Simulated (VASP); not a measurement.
A run of VASP 6.6.1 is set up as follows.

INCAR

```
  PREC = Accurate
  ENCUT = 500
  EDIFF = 1E-6
  ISMEAR = 0
  SIGMA = 0.01
  LREAL = F
  LASPH = T
  NELM = 120
  ALGO = Normal
  ISIF = 2
  LWAVE = F
  LCHARG = T
  GGA = PE
  LELF = T
  LVHAR = T
  NBANDS = 17
  GGA_COMPAT = F
```

File KPOINTS:

```
regular mesh
0
Gamma
  2 2 2
```

The input POSCAR:

```
TePb
1.0
    0.0000000000      3.6414940692      3.6414940692
    3.6414940692      0.0000000000      3.6414940692
    3.6414940692      3.6414940692      0.0000000000
Pb Te
1 1
Direct
    0.0000000000      0.0000000000      0.0000000000
    0.2500000000      0.2500000000      0.2500000000
```

Potentials or basis: VASP PAW PBE potentials, release 64 (Pb_d, Te).

Command:

```console
$ cat potpaw_PBE.64/Pb_d/POTCAR potpaw_PBE.64/Te/POTCAR > POTCAR
$ mpirun -np 1 vasp_std > vasp.out
```

Problem. Estimate the band gap on the k mesh.

Solution. 1.21 eV, direct.

Problem. Estimate the pressure.

Solution. -0.3 GPa.

Caveat: the k points lie up to 0.75 Å⁻¹ apart; spin-orbit coupling is left out, which moves the levels of the heavy elements. A k mesh can miss the band edges.
